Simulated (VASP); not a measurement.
TeAs2S2: single point with PBE

Crystal: TeAs2S2.

```
As S Te
1.0
     1.88327    1.08730    9.26822
    -1.88327    1.08730    9.26822
     0.00000   -2.17461    9.26822
As S Te
2 2 1
Direct
  0.40414 0.40414 0.40414
  0.59586 0.59586 0.59586
  0.21622 0.21622 0.21622
  0.78378 0.78378 0.78378
  0.00000 0.00000 0.00000
```

```yaml
Program: VASP 6.6.1
Task: single point
Functional: PBE
Potentials_or_basis: VASP PAW PBE potentials, release 64 (As, S, Te)
Cutoff: 520 eV
k_mesh: 8 × 8 × 8
Occupations: gaussian, width 0.01 eV
Spin: no spin polarisation
Dipole_correction: no
Further_INCAR_settings: ALGO = Normal; EDIFF = 1e-07; NBANDS = 22
```

```
Pressure               : 2.1 GPa
Largest force          : 0.043 eV/Å
Band gap on the k mesh : 0.64 eV
```

Forces in eV/Å, atoms in the order of the input:
```
As   0.000  0.000  0.017
As   0.000  0.000 -0.017
S    0.000  0.000 -0.043
S    0.000  0.000  0.043
Te   0.000  0.000  0.000
```

Levels at points of the mesh, in eV from the valence-band top:
| k point | band 10 | band 11 | band 12 | band 13 | band 14 | band 15 | band 16 | band 17 | band 18 | band 19 |
| --- | --- | --- | --- | --- | --- | --- | --- | --- | --- | --- |
| (0.00, 0.00, 0.00) | -2.15 | -1.95 | -0.24 | -0.18 | -0.18 | 0.98 | 1.00 | 1.00 | 2.70 | 2.70 |
| (0.50, 0.00, 0.00) | -3.71 | -2.99 | -2.10 | -0.80 | -0.66 | 0.83 | 1.82 | 2.93 | 3.46 | 3.95 |
| (0.50, 0.50, 0.00) | -3.51 | -2.05 | -1.70 | -1.24 | -0.98 | 1.16 | 1.72 | 2.27 | 3.52 | 3.86 |
| (0.50, 0.50, 0.50) | -2.33 | -1.41 | -0.26 | -0.25 | -0.25 | 0.96 | 1.21 | 1.21 | 2.49 | 2.49 |

Run time: 12 min on 1 thread of Intel(R) Xeon(R) Platinum 8259CL CPU @ 2.50GHz (Skylake/Cascade Lake), with other jobs on the host, peak memory 0.79 GiB.

Caveat: spin-orbit coupling is left out, which moves the levels of the heavy elements. A k mesh can miss the band edges.
